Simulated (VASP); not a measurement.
A run of VASP 6.6.1 is set up as follows.

Contents of INCAR:

```
SYSTEM = TaN
PREC     = Accurate       ! precision mode
ENCUT    = 520            ! plane-wave cutoff, eV
EDIFF    = 1E-6           ! SCF threshold, eV
ISMEAR   = 0              ! smearing method
SIGMA    = 0.15           ! smearing width, eV
LREAL    = .False.        ! projectors in reciprocal space
LASPH    = .True.         ! aspherical terms in the spheres
NELM     = 100            ! most SCF steps
ALGO     = Normal         ! electronic algorithm
ISIF     = 2              ! what is computed and relaxed
LWAVE    = .False.        ! write WAVECAR
LCHARG   = .True.         ! write CHGCAR
GGA      = PS             ! functional
LELF     = .True.         ! ELF
LVHAR    = .True.       
NBANDS   = 24             ! bands
```

Contents of KPOINTS:

```
Automatic mesh
0
Gamma
  14 14 10
  0 0 0
```

POSCAR

```
TaN
1.0
    0.0000000000     -2.1874436362     -2.1874436362
    0.0000000000      2.1874436362     -2.1874436362
    4.3748872723      0.0000000000      0.0000000000
Ta N
2 2
Direct
    0.5000000000      0.5000000000      0.0000000000
    0.0000000000      0.0000000000      0.5000000000
    0.5000000000      0.5000000000      0.5000000000
    0.0000000000      0.0000000000      0.0000000000
```

Potentials or basis: VASP PAW PBE potentials, release 64 (Ta_pv, N).

Run with:

```console
$ cat potpaw_PBE.64/Ta_pv/POTCAR potpaw_PBE.64/N/POTCAR > POTCAR
$ mpirun -np 1 vasp_std > vasp.out
```

**Question.** Estimate the pressure.

**Answer.** 1.2 GPa.

**Question.** Estimate the band gap on the k mesh.

**Answer.** Zero (band 16 reaches 11.51 eV, above the bottom of band 17 at 7.38 eV).

Caveat: the PAW data sets were made with another functional, which shifts forces and pressure a little; spin-orbit coupling is left out, which moves the levels of the heavy elements.
